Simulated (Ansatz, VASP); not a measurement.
# Ge: VASP beside Ansatz

The input INCAR:

```
SYSTEM = Ge
ALGO = Normal
EDIFF = 1E-6
ENCUT = 520
GGA = PS
ISIF = 2
ISMEAR = 0
LASPH = .True.
LCHARG = .True.
LELF = .True.
LREAL = .False.
LVHAR = .True.
LWAVE = .False.
NBANDS = 21
NELM = 80
PREC = Accurate
SIGMA = 0.15
```

The input KPOINTS:

```
k-points
0
Gamma
  16 16 16
  0 0 0
```

The input POSCAR:

```
Ge
1.0
    0.1470466428      2.9041711952      2.9041711952
    2.9041711952      0.1470466428      2.9041711952
    2.9041711952      2.9041711952      0.1470466428
Ge
2
Direct
    0.5000000000      0.5000000000      0.5000000000
    0.7500000000      0.7500000000      0.7500000000
```

Input for Ansatz:

```yaml
crystal:
  lattice:
    - [0.1470466428, 2.9041711952, 2.9041711952]
    - [2.9041711952, 0.1470466428, 2.9041711952]
    - [2.9041711952, 2.9041711952, 0.1470466428]
  atoms:
    - { symbol: Ge, position: [0.5, 0.5, 0.5] }
    - { symbol: Ge, position: [0.75, 0.75, 0.75] }
basis:
  ecutwfc: 420
kpoints:
  mp_grid: { grid: [16, 16, 16] }
hamiltonian:
  xc: pbesol
scf:
  occupations: { method: gaussian, width: 0.15 }
output:
  forces: true
  stress: true
  eigenvalues: true
  write_density: true
  write_potential: true
  elf: true
  volumetric_format: npy
```

Alike in both runs: task single point; functional PBEsol; k mesh 16 × 16 × 16; occupations gaussian, width 0.15 eV; no spin polarisation.

```csv
,VASP,Ansatz
version,VASP 6.6.1,Ansatz 0.2.0
potentials or method,"VASP PAW PBE potentials, release 64 (Ge_d), cutoff 520 eV","scalar-relativistic, plane waves, PAW"
valence electrons in the cell,28,28
```

```tsv
	VASP	Ansatz	Ansatz less VASP
gap on the k mesh at the Fermi level (eV)	none	none	-
pressure (GPa)	1.4	1.4	+0.03
traceless stress, the component that is largest in VASP (GPa)	-3.87	-3.88	-0.002
rms of the force components (eV/Å)	0.336	0.339	+0.0035
```

VASP's potentials were made for PBE, not for PBEsol. Atom by atom the forces differ by 0.004 eV/Å (rms over components). A gap of «none» marks a metal or a gap that the smearing closes. The functional is the same, so the differences come from potentials, cutoffs and numerics.
